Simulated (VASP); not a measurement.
# ZnS (F-43m) in VASP: a series of runs

Aim: see how the results for ZnS move with the level of theory and the settings. Levels: r2SCAN+D4, r2SCAN. Tasks: single point.

Everything below comes from runs of VASP 6.6.1. Logs are shortened: lines on timing, memory, paths and dates and some standing lists are left out, and cuts for length are marked.

**Experimental background.**

“Electronic, vibrational, and thermodynamic properties of ZnS (zincblende and rocksalt structure)”, 2009, arxiv:0911.5022 quotes, for a bulk crystal of ZnS at 19 K: band gap 3.85 eV (direct).

The runs below are set against these values where they give the same quantity.

## Step 1: The cell of the first run

Symmetry: F-43m, No. 216, cubic system. The conventional cell has a = 5.369 Å, b = 5.369 Å, c = 5.369 Å, α = 90.00°, β = 90.00°, γ = 90.00°. Zn (site symmetry -43m) has 4 S at 2.32 Å within 3.1 Å. S (site symmetry -43m) has 4 Zn at 2.32 Å within 3.1 Å.

## Step 2: Single point, r2SCAN+D4

POSCAR reads:

```
ZnS
1.0
    0.0000000000      2.6844840138      2.6844840138
    2.6844840138      0.0000000000      2.6844840138
    2.6844840138      2.6844840138      0.0000000000
Zn S
1 1
Direct
    0.0000000000      0.0000000000      0.0000000000
    0.7500000000      0.7500000000      0.7500000000
```

INCAR.step1 reads:

```
PREC = Accurate
ENCUT = 520
ISMEAR = 0
SIGMA = 0.05
LREAL = False
LASPH = True
NELM = 100
NBANDS = 16
GGA = PE
ALGO = Normal
EDIFF = 1E-4
LWAVE = True
LCHARG = False
```

INCAR.step2 reads:

```
PREC = Accurate
ENCUT = 520
EDIFF = 1E-6
ISMEAR = 0
SIGMA = 0.05
LREAL = False
LASPH = True
NELM = 100
ALGO = Normal
ISIF = 2
LWAVE = False
LCHARG = False
METAGGA = R2SCAN
LMIXTAU = True
IVDW = 13
VDW_S6 = 1.0
VDW_S8 = 0.6018749
VDW_A1 = 0.51559235
VDW_A2 = 5.77342911
NBANDS = 16
ISTART = 1
```

KPOINTS reads:

```
Automatic mesh
0
Gamma
  8 8 8
```

Potentials or basis: VASP PAW PBE potentials, release 64 (Zn, S).

Launch:

```console
$ cat potpaw_PBE.64/Zn/POTCAR potpaw_PBE.64/S/POTCAR > POTCAR
$ cp INCAR.step1 INCAR
$ mpirun -np 1 vasp_std > vasp.out
$ cp INCAR.step2 INCAR
$ mpirun -np 1 vasp_std > vasp.out
```

OUTCAR:

```text
PREC = Accurate
   ENCUT = 520
   EDIFF = 1E-6
   ISMEAR = 0
   LREAL = False
   LASPH = True
   NELM = 100
   ISIF = 2
   METAGGA = R2SCAN
   IVDW = 13
   ISTART = 1

 ion  position               nearest neighbor table
   1  0.000  0.000  0.000-   2 2.32   2 2.32   2 2.32   2 2.32
   2  0.750  0.750  0.750-   1 2.32   1 2.32   1 2.32   1 2.32

  LATTYP: Found a face centered cubic cell.
 ALAT       =     5.3689680276

  Lattice vectors:

 A1 = (   0.0000000000,   2.6844840138,   2.6844840138)
 A2 = (   2.6844840138,   0.0000000000,   2.6844840138)
 A3 = (   2.6844840138,   2.6844840138,   0.0000000000)

Analysis of symmetry for initial positions (statically):
=====================================================================
 Subroutine PRICEL returns:
 Original cell was already a primitive cell.

 Routine SETGRP: Setting up the symmetry group for a
 face centered cubic supercell.

 Subroutine GETGRP returns: Found 24 space group operations
 (whereof 24 operations were pure point group operations)
 out of a pool of 48 trial point group operations.

The static configuration has the point symmetry T_d .

Analysis of symmetry for dynamics (positions and initial velocities):
=====================================================================
 Subroutine PRICEL returns:
 Original cell was already a primitive cell.

 Routine SETGRP: Setting up the symmetry group for a
 face centered cubic supercell.

 Subroutine GETGRP returns: Found 24 space group operations
 (whereof 24 operations were pure point group operations)
 out of a pool of 48 trial point group operations.

The dynamic configuration has the point symmetry T_d .

 Subroutine INISYM returns: Found 24 space group operations
 (whereof 24 operations are pure point group operations),
 and found     1 'primitive' translations

----------------------------------------------------------------------------------------

                                     Primitive cell

  volume of cell :      38.6912

  direct lattice vectors                    reciprocal lattice vectors
     0.000000000  2.684484014  2.684484014    -0.186255533  0.186255533  0.186255533
     2.684484014  0.000000000  2.684484014     0.186255533 -0.186255533  0.186255533
     2.684484014  2.684484014  0.000000000     0.186255533  0.186255533 -0.186255533

  length of vectors
     3.796433700  3.796433700  3.796433700     0.322604046  0.322604046  0.322604046

  position of ions in fractional coordinates (direct lattice)
     0.000000000  0.000000000  0.000000000
     0.750000000  0.750000000  0.750000000

  ion indices of the primitive-cell ions
   primitive index   ion index
                 1           1
                 2           2

----------------------------------------------------------------------------------------

 KPOINTS: Automatic mesh

Automatic generation of k-mesh.
 Grid dimensions read from file:
 generate k-points for:    8    8    8

 Generating k-lattice:

  Cartesian coordinates                     Fractional coordinates (reciprocal lattice)
    -0.023281942  0.023281942  0.023281942     0.125000000  0.000000000  0.000000000
     0.023281942 -0.023281942  0.023281942     0.000000000  0.125000000  0.000000000
     0.023281942  0.023281942 -0.023281942     0.000000000  0.000000000  0.125000000

  Length of vectors
     0.040325506  0.040325506  0.040325506

  Shift w.r.t. Gamma in fractional coordinates (k-lattice)
     0.000000000  0.000000000  0.000000000

 Subroutine IBZKPT returns following result:
 ===========================================

 Found     29 irreducible k-points:

 Following reciprocal coordinates:
            Coordinates               Weight
  0.000000  0.000000  0.000000      1.000000
  0.125000  0.000000  0.000000      8.000000
  0.250000  0.000000  0.000000      8.000000
  0.375000  0.000000  0.000000      8.000000
  0.500000  0.000000  0.000000      4.000000
  0.125000  0.125000  0.000000      6.000000
[... 16 lines left out ...]
  0.500000  0.250000  0.125000     48.000000
[... 46 lines left out ...]
 cond. band min:       4.7826495514   @ k =   0.0000   0.0000   0.0000
 fundamental gap:      2.7661693933
 Fermi energy:         2.2789181966

 k-point     1 :       0.0000    0.0000    0.0000
  band No.  band energies     occupation
      1     -11.8015      2.00000
      2      -4.5630      2.00000
      3      -4.5630      2.00000
      4      -4.5630      2.00000
      5      -3.9917      2.00000
      6      -3.9917      2.00000
[... 8 lines left out ...]
     15      14.3423      0.00000
     16      14.6768      0.00000

 k-point     2 :       0.1250    0.0000    0.0000
  band No.  band energies     occupation
      1     -11.6779      2.00000
      2      -4.5609      2.00000
      3      -4.5399      2.00000
      4      -4.5399      2.00000
      5      -3.9934      2.00000
      6      -3.9934      2.00000
[... 8 lines left out ...]
     15      13.7243      0.00000
     16      15.4710      0.00000

 k-point     3 :       0.2500    0.0000    0.0000
  band No.  band energies     occupation
      1     -11.3551      2.00000
      2      -4.5097      2.00000
      3      -4.4886      2.00000
      4      -4.4886      2.00000
      5      -3.9902      2.00000
      6      -3.9901      2.00000
[... 8 lines left out ...]
     15      13.5349      0.00000
     16      14.8738      0.00000

 k-point     4 :       0.3750    0.0000    0.0000
  band No.  band energies     occupation
      1     -10.9881      2.00000
      2      -4.4468      2.00000
      3      -4.4467      2.00000
      4      -4.2788      2.00000
      5      -3.9729      2.00000
      6      -3.9729      2.00000
[... 8 lines left out ...]
     15      14.7402      0.00000
     16      14.7402      0.00000
[... 324 lines left out ...]
 k-point    22 :       0.3750    0.2500    0.1250
  band No.  band energies     occupation
      1     -11.1018      2.00000
      2      -4.5344      2.00000
      3      -4.4161      2.00000
      4      -4.3886      2.00000
      5      -4.0166      2.00000
      6      -3.9513      2.00000
[... 8 lines left out ...]
     15      15.5047      0.00000
     16      17.9272      0.00000

 k-point    23 :       0.5000    0.2500    0.1250
  band No.  band energies     occupation
      1     -10.7948      2.00000
      2      -4.4383      2.00000
      3      -4.3800      2.00000
      4      -4.2241      2.00000
      5      -3.9740      2.00000
      6      -3.9219      2.00000
[... 8 lines left out ...]
     15      16.6344      0.00000
     16      17.1414      0.00000

 k-point    24 :      -0.3750    0.2500    0.1250
  band No.  band energies     occupation
      1     -10.6571      2.00000
      2      -4.4189      2.00000
      3      -4.3567      2.00000
      4      -4.0566      2.00000
      5      -3.9804      2.00000
      6      -3.7167      2.00000
[... 8 lines left out ...]
     15      16.2416      0.00000
     16      17.1247      0.00000

 [... further k-points ...]

------------------------ aborting loop because EDIFF is reached ----------------------------------------

  DFT-D4 for vdW energy calculation

  Edisp (eV):   -0.23435

  FORCE on cell =-STRESS in cart. coord.  units (eV):
  Direction    XX          YY          ZZ          XY          YZ          ZX
  --------------------------------------------------------------------------------------
  -------------------------------------------------------------------------------------
  Total      -0.00366    -0.00366    -0.00366     0.00000    -0.00000    -0.00000
  in kB      -0.15172    -0.15172    -0.15172     0.00000    -0.00000    -0.00000
  external pressure =       -0.15 kB  Pullay stress =        0.00 kB

 VOLUME and BASIS-vectors are now :
 -----------------------------------------------------------------------------
  energy-cutoff  :      520.00
  volume of cell :       38.69
      direct lattice vectors                 reciprocal lattice vectors
     0.000000000  2.684484014  2.684484014    -0.186255533  0.186255533  0.186255533
     2.684484014  0.000000000  2.684484014     0.186255533 -0.186255533  0.186255533
     2.684484014  2.684484014  0.000000000     0.186255533  0.186255533 -0.186255533

 POSITION                                       TOTAL-FORCE (eV/Angst)
 -----------------------------------------------------------------------------------
      0.00000      0.00000      0.00000        -0.000000     -0.000000     -0.000000
      4.02673      4.02673      4.02673         0.000000      0.000000      0.000000
 -----------------------------------------------------------------------------------
    total drift:                               -0.000011     -0.000011     -0.000010

  FREE ENERGIE OF THE ION-ELECTRON SYSTEM (eV)
  ---------------------------------------------------
  free  energy   TOTEN  =       -19.0994039416 eV

  energy  without entropy=      -19.0994039416  energy(sigma->0) =      -19.09940394
```

It took 28 s on 1 thread of Intel Xeon 6975P-C (Granite Rapids), shared host; peak memory 0.17 GiB.

Results:

| Property | Result |
| --- | --- |
| Free energy | -19.0994 eV |
| Pressure | 0.0 GPa |
| Band gap on the k mesh | 2.77 eV, direct |
| Dispersion energy per atom | -0.117 eV |

Caveat: the PAW data sets were made with another functional, which shifts forces and pressure a little.

## Step 3: Single point, r2SCAN

This run uses another cell than the first one, of 19.78 Å³/atom, 1.023 times its volume.

POSCAR reads:

```
ZnS
1.0
    0.0000000000      2.7046490548      2.7046490548
    2.7046490548      0.0000000000      2.7046490548
    2.7046490548      2.7046490548      0.0000000000
Zn S
1 1
Direct
    0.0000000000      0.0000000000      0.0000000000
    0.7500000000      0.7500000000      0.7500000000
```

INCAR.step1 reads:

```
PREC = Accurate
ENCUT = 520
ISMEAR = 0
SIGMA = 0.05
LREAL = F
LASPH = T
NELM = 100
NBANDS = 16
GGA = PE
ALGO = Normal
EDIFF = 1E-4
LWAVE = T
LCHARG = F
```

INCAR.step2 reads:

```
PREC = Accurate
ENCUT = 520
EDIFF = 1E-6
ISMEAR = 0
SIGMA = 0.05
LREAL = F
LASPH = T
NELM = 100
ALGO = Normal
ISIF = 2
LWAVE = F
LCHARG = F
METAGGA = R2SCAN
LMIXTAU = T
NBANDS = 16
ISTART = 1
```

KPOINTS reads:

```
regular mesh
0
Gamma
  8 8 8
```

Potentials or basis: VASP PAW PBE potentials, release 64 (Zn, S).

Launch:

```console
$ cat potpaw_PBE.64/Zn/POTCAR potpaw_PBE.64/S/POTCAR > POTCAR
$ cp INCAR.step1 INCAR
$ mpirun -np 1 vasp_std > vasp.out
$ cp INCAR.step2 INCAR
$ mpirun -np 1 vasp_std > vasp.out
```

It took 28 s on 1 thread of Intel Xeon 6975P-C (Granite Rapids), shared host; peak memory 0.17 GiB.

The run converged. Its results:

```yaml
Free_energy: -18.8650 eV
Pressure: -0.8 GPa
Band_gap_on_the_k_mesh: 2.66 eV, direct
```

Levels at points of the mesh, in eV from the valence-band top:
| k point | band 5 | band 6 | band 7 | band 8 | band 9 | band 10 | band 11 | band 12 | band 13 | band 14 |
| --- | --- | --- | --- | --- | --- | --- | --- | --- | --- | --- |
| (0.00, 0.00, 0.00) | -5.95 | -5.95 | 0.00 | 0.00 | 0.00 | 2.66 | 6.90 | 6.90 | 6.90 | 12.30 |
| (0.50, 0.00, 0.00) | -5.92 | -5.75 | -5.37 | -0.88 | -0.88 | 3.81 | 7.40 | 7.40 | 9.40 | 12.84 |
| (0.50, 0.50, 0.00) | -5.87 | -5.73 | -4.60 | -2.27 | -2.27 | 3.73 | 4.48 | 11.74 | 12.80 | 12.80 |

Caveat: the PAW data sets were made with another functional, which shifts forces and pressure a little.

## Step 4: Single point, r2SCAN

This run uses another cell than the first one, of 19.67 Å³/atom, 1.017 times its volume.

POSCAR reads:

```
ZnS
1.0
    0.0000000000      2.6994662310      2.6994662310
    2.6994662310      0.0000000000      2.6994662310
    2.6994662310      2.6994662310      0.0000000000
Zn S
1 1
Direct
    0.0000000000      0.0000000000      0.0000000000
    0.7500000000      0.7500000000      0.7500000000
```

INCAR.step1 reads:

```
SYSTEM = ZnS
  PREC = Accurate
  ENCUT = 520
  ISMEAR = 0
  SIGMA = 0.05
  LREAL = .FALSE.
  LASPH = .TRUE.
  NELM = 100
  NBANDS = 16
  GGA = PE
  ALGO = Normal
  EDIFF = 1E-4
  LWAVE = .TRUE.
  LCHARG = .FALSE.
```

INCAR.step2 reads:

```
SYSTEM = ZnS
  PREC = Accurate
  ENCUT = 520
  EDIFF = 1E-7
  ISMEAR = 0
  SIGMA = 0.05
  LREAL = .FALSE.
  LASPH = .TRUE.
  NELM = 100
  ALGO = Normal
  ISIF = 2
  LWAVE = .FALSE.
  LCHARG = .FALSE.
  METAGGA = R2SCAN
  LMIXTAU = .TRUE.
  NBANDS = 16
  ISTART = 1
```

KPOINTS reads:

```
regular mesh
0
G
  8 8 8
  0 0 0
```

Launch:

```console
$ cat potpaw_PBE.64/Zn/POTCAR potpaw_PBE.64/S/POTCAR > POTCAR
$ cp INCAR.step1 INCAR
$ mpirun -np 1 vasp_std > vasp.out
$ cp INCAR.step2 INCAR
$ mpirun -np 1 vasp_std > vasp.out
```

It took 36 s on 1 thread of Intel Xeon 6975P-C (Granite Rapids), shared host; peak memory 0.17 GiB.

It converged, with:

| Item | Value |
| --- | --- |
| Free energy | -18.8659 eV |
| Pressure | -0.4 GPa |
| Band gap on the k mesh | 2.69 eV, direct |

Levels at points of the mesh, in eV from the valence-band top:
```csv
k point,band 7,band 8,band 9,band 10,band 11,band 12
"(0.00, 0.00, 0.00)",0.00,0.00,0.00,2.69,6.90,6.90
"(0.50, 0.00, 0.00)",-5.41,-0.89,-0.89,3.82,7.39,7.39
"(0.50, 0.50, 0.00)",-4.62,-2.29,-2.29,3.72,4.48,11.78
```

Caveat: the PAW data sets were made with another functional, which shifts forces and pressure a little.

## Step 5: Single point, r2SCAN+D4

This run uses another cell than the first one, of 19.78 Å³/atom, 1.023 times its volume.

POSCAR reads:

```
ZnS
1.0
    0.0000000000      2.7046490548      2.7046490548
    2.7046490548      0.0000000000      2.7046490548
    2.7046490548      2.7046490548      0.0000000000
Zn S
1 1
Direct
    0.0000000000      0.0000000000      0.0000000000
    0.7500000000      0.7500000000      0.7500000000
```

INCAR.step1 reads:

```
SYSTEM = ZnS
PREC     = Accurate       ! precision mode
ENCUT    = 520            ! plane-wave cutoff, eV
ISMEAR   = 0              ! smearing method
SIGMA    = 0.05           ! smearing width, eV
LREAL    = .False.        ! projectors in reciprocal space
LASPH    = .True.         ! aspherical terms in the spheres
NELM     = 60             ! most SCF steps
NBANDS   = 16             ! bands
GGA      = PE             ! functional
ALGO     = Normal         ! electronic algorithm
EDIFF    = 1E-4           ! SCF threshold, eV
LWAVE    = .True.         ! write WAVECAR
LCHARG   = .False.        ! write CHGCAR
```

INCAR.step2 reads:

```
SYSTEM = ZnS
PREC     = Accurate       ! precision mode
ENCUT    = 520            ! plane-wave cutoff, eV
EDIFF    = 1E-7           ! SCF threshold, eV
ISMEAR   = 0              ! smearing method
SIGMA    = 0.05           ! smearing width, eV
LREAL    = .False.        ! projectors in reciprocal space
LASPH    = .True.         ! aspherical terms in the spheres
NELM     = 60             ! most SCF steps
ALGO     = Normal         ! electronic algorithm
ISIF     = 2              ! what is computed and relaxed
LWAVE    = .False.        ! write WAVECAR
LCHARG   = .True.         ! write CHGCAR
METAGGA  = R2SCAN         ! meta-GGA
LMIXTAU  = .True.       
IVDW     = 13             ! dispersion correction
VDW_S6   = 1.0          
VDW_S8   = 0.6018749    
VDW_A1   = 0.51559235   
VDW_A2   = 5.77342911   
LELF     = .True.         ! ELF
LVHAR    = .True.       
NBANDS   = 16             ! bands
ISTART   = 1
```

KPOINTS reads:

```
Automatic mesh
0
Gamma
  8 8 8
  0 0 0
```

Launch:

```console
$ cat potpaw_PBE.64/Zn/POTCAR potpaw_PBE.64/S/POTCAR > POTCAR
$ cp INCAR.step1 INCAR
$ mpirun -np 1 vasp_std > vasp.out
$ cp INCAR.step2 INCAR
$ mpirun -np 1 vasp_std > vasp.out
```

Wall time 37 s (1 thread of Intel Xeon 6975P-C (Granite Rapids), shared host); peak memory 0.17 GiB.

The run converged. Its results:

| Item | Value |
| --- | --- |
| Free energy | -19.0945 eV |
| Pressure | -1.7 GPa |
| Band gap on the k mesh | 2.66 eV, direct |
| Dispersion energy per atom | -0.115 eV |

Levels at points of the mesh, in eV from the valence-band top:
```csv
k point,band 7,band 8,band 9,band 10,band 11,band 12
"(0.00, 0.00, 0.00)",0.00,0.00,0.00,2.66,6.90,6.90
"(0.50, 0.00, 0.00)",-5.37,-0.88,-0.88,3.81,7.40,7.40
"(0.50, 0.50, 0.00)",-4.60,-2.27,-2.27,3.73,4.48,11.74
```

Caveat: the PAW data sets were made with another functional, which shifts forces and pressure a little.

## Step 6: Overview

```tsv
level	cell	gap on the mesh (eV)	pressure (GPa)
r2SCAN+D4	a = 3.796 Å, angles 60.0°, 2 atoms	2.77	0.0
r2SCAN	a = 3.825 Å, angles 60.0°, 2 atoms	2.66	-0.8
r2SCAN	a = 3.818 Å, angles 60.0°, 2 atoms	2.69	-0.4
r2SCAN+D4	a = 3.825 Å, angles 60.0°, 2 atoms	2.66	-1.7
```

Alike in all rows: task single point; potentials or basis VASP PAW PBE potentials, release 64 (Zn, S); no spin polarisation; k mesh 8 × 8 × 8; cutoff (eV) 520; smearing gaussian 0.05 eV.

Caveats: the PAW data sets were made with another functional, which shifts forces and pressure a little.

Absolute energies hang on the potentials; compare differences alone.

## Step 7: Against experiment

Step 2. A measured gap of ZnS is 3.85 eV (direct; 19 K; quoted in “Electronic, vibrational, and thermodynamic properties of ZnS (zincblende and rocksalt structure)”, 2009, arxiv:0911.5022); the calculated 2.77 eV misses it by -1.08 eV. The value is that of r2SCAN+D4, without temperature or zero-point motion.

Step 3. A measured gap of ZnS is 3.85 eV (direct; 19 K; quoted in “Electronic, vibrational, and thermodynamic properties of ZnS (zincblende and rocksalt structure)”, 2009, arxiv:0911.5022); the calculated 2.66 eV misses it by -1.19 eV. The value is that of r2SCAN, without temperature or zero-point motion.

Step 4. A measured gap of ZnS is 3.85 eV (direct; 19 K; quoted in “Electronic, vibrational, and thermodynamic properties of ZnS (zincblende and rocksalt structure)”, 2009, arxiv:0911.5022); the calculated 2.69 eV misses it by -1.16 eV. The value is that of r2SCAN, without temperature or zero-point motion.

Step 5. Measured gap of ZnS: 3.85 eV (direct; 19 K; quoted in “Electronic, vibrational, and thermodynamic properties of ZnS (zincblende and rocksalt structure)”, 2009, arxiv:0911.5022). This calculation gives 2.66 eV (-1.19 eV). The value is that of r2SCAN+D4, without temperature or zero-point motion.
